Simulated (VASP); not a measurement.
Write the native input for VASP 6.6.1 that does the following.

```
Task                   : single point
Functional             : r2SCAN
Potentials or basis    : VASP PAW PBE potentials, release 64 (Sn_d)
Cutoff                 : 520 eV
k mesh                 : 14 × 14 × 14
Occupations            : gaussian, width 0.1 eV
Spin                   : no spin polarisation
Dipole correction      : no
Further INCAR settings : ALGO = Normal; EDIFF = 1e-06; NBANDS = 21
```

Sn:

```
Sn
1.0
    -2.94014    2.94014    1.59930
     2.94014   -2.94014    1.59930
     2.94014    2.94014   -1.59930
Sn
2
Direct
  0.75000 0.25000 0.50000
  0.00000 0.00000 0.00000
```

One way to write it, as run:

POSCAR

```
Sn
1.0
   -2.9401404553      2.9401404553      1.5993019889
    2.9401404553     -2.9401404553      1.5993019889
    2.9401404553      2.9401404553     -1.5993019889
Sn
2
Direct
    0.7500000000      0.2500000000      0.5000000000
    0.0000000000      0.0000000000      0.0000000000
```

INCAR.step1

```
SYSTEM = Sn
ALGO = Normal
EDIFF = 1E-4
ENCUT = 520
GGA = PE
ISMEAR = 0
LASPH = .TRUE.
LCHARG = .FALSE.
LREAL = .FALSE.
LWAVE = .TRUE.
NBANDS = 21
NELM = 60
PREC = Accurate
SIGMA = 0.1
```

INCAR.step2

```
SYSTEM = Sn
ALGO = Normal
EDIFF = 1E-6
ENCUT = 520
ISIF = 2
ISMEAR = 0
ISTART = 1
LASPH = .TRUE.
LCHARG = .FALSE.
LMIXTAU = .TRUE.
LREAL = .FALSE.
LWAVE = .FALSE.
METAGGA = R2SCAN
NBANDS = 21
NELM = 60
PREC = Accurate
SIGMA = 0.1
```

KPOINTS

```
k-points
0
G
  14 14 14
  0 0 0
```

Potentials or basis: VASP PAW PBE potentials, release 64 (Sn_d).

Command:

```bash
$ cat potpaw_PBE.64/Sn_d/POTCAR > POTCAR
$ cp INCAR.step1 INCAR
$ mpirun -np 1 vasp_std > vasp.out
$ cp INCAR.step2 INCAR
$ mpirun -np 1 vasp_std > vasp.out
```

Results of the run:

```json
{
  "Pressure": "-0.2 GPa",
  "Band gap on the k mesh": "zero (bands 14 and 15 overlap by 4.11 eV)"
}
```

Caveat: the PAW data sets were made with another functional, which shifts forces and pressure a little; spin-orbit coupling is left out, which moves the levels of the heavy elements.

Wall time 37 min on 1 thread of Oxide Virtual Turin-like Processor (shared host), peak memory 0.34 GiB.
